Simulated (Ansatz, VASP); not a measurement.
**One calculation of NaH8ClO4, two programs**

```
O H Na Cl
1.0
     5.47370    0.00000    0.00000
     0.00000    5.47370    0.00000
     0.00000    0.00000    5.47370
O H Na Cl
4 8 1 1
Direct
  0.33232 0.29625 0.46329
  0.52286 0.70695 0.26276
  0.29760 0.06307 0.94460
  0.96771 0.85749 0.53052
  0.41357 0.44817 0.40897
  0.25910 0.23366 0.31301
  0.38959 0.68491 0.14458
  0.67296 0.65292 0.17572
  0.20812 0.19882 0.86871
  0.17565 0.93151 0.95585
  0.98933 0.77735 0.37178
  0.99622 0.72770 0.65288
  0.56291 0.98030 0.59789
  0.00080 0.56209 0.00512
```

Alike in both runs: functional PBE; dispersion D3(BJ); k mesh 1 × 1 × 1; occupations fermi-dirac, width 0.02 eV; no spin polarisation.

Ansatz relaxed the structure, and its values are those at the end. VASP's run is a single point on that final structure, the one shown.

```csv
,VASP,Ansatz
version,VASP 6.6.1,Ansatz 0.2.0
potentials or method,"VASP PAW PBE potentials, release 64 (O, H, Na_pv, Cl), cutoff 520 eV","scalar-relativistic, plane waves, PAW"
valence electrons in the cell,46,48
```

Ansatz gave:

- gap on the k mesh at the Fermi level (eV): 4.73
- rms of the force components (eV/Å): 0.073

Question: Estimate VASP's values.

Answer: gap on the k mesh at the Fermi level (eV): 4.73; rms of the force components (eV/Å): 0.055.

VASP's potentials hold 46 valence electrons a cell and Ansatz's 48, so a difference there can come from the potentials and not from the codes.
